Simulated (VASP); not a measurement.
A run of VASP 6.6.1:

The input INCAR:

```
SYSTEM = Y
  PREC = Accurate
  ENCUT = 520
  EDIFF = 1E-7
  ISMEAR = -1
  SIGMA = 0.05
  LREAL = .False.
  LASPH = .True.
  NELM = 60
  ALGO = Normal
  ISIF = 2
  LWAVE = .False.
  LCHARG = .False.
  GGA = CA
  NBANDS = 12
```

File KPOINTS:

```
regular mesh
0
Gamma
  13 13 13
  0 0 0
```

The input POSCAR:

```
Y
1.0
   -0.0248500000      2.4725750000      2.4725750000
    2.4725750000     -0.0248500000      2.4725750000
    2.4725750000      2.4725750000     -0.0248500000
Y
1
Direct
    0.0000000000      0.0000000000      0.0000000000
```

Potentials or basis: VASP PAW LDA potentials, release 64 (Y_sv).

Run with:

```console
$ cat potpaw_LDA.64/Y_sv/POTCAR > POTCAR
$ mpirun -np 1 vasp_std > vasp.out
```

Hardware: 1 thread of Intel(R) Xeon(R) 6975P-C (Granite Rapids) (shared host).

Estimate the wall time of this run.

It took 33 s on 1 thread of Intel(R) Xeon(R) 6975P-C (Granite Rapids), on a shared host, peak memory 0.23 GiB. Counts: scf iterations 12, k points 231.
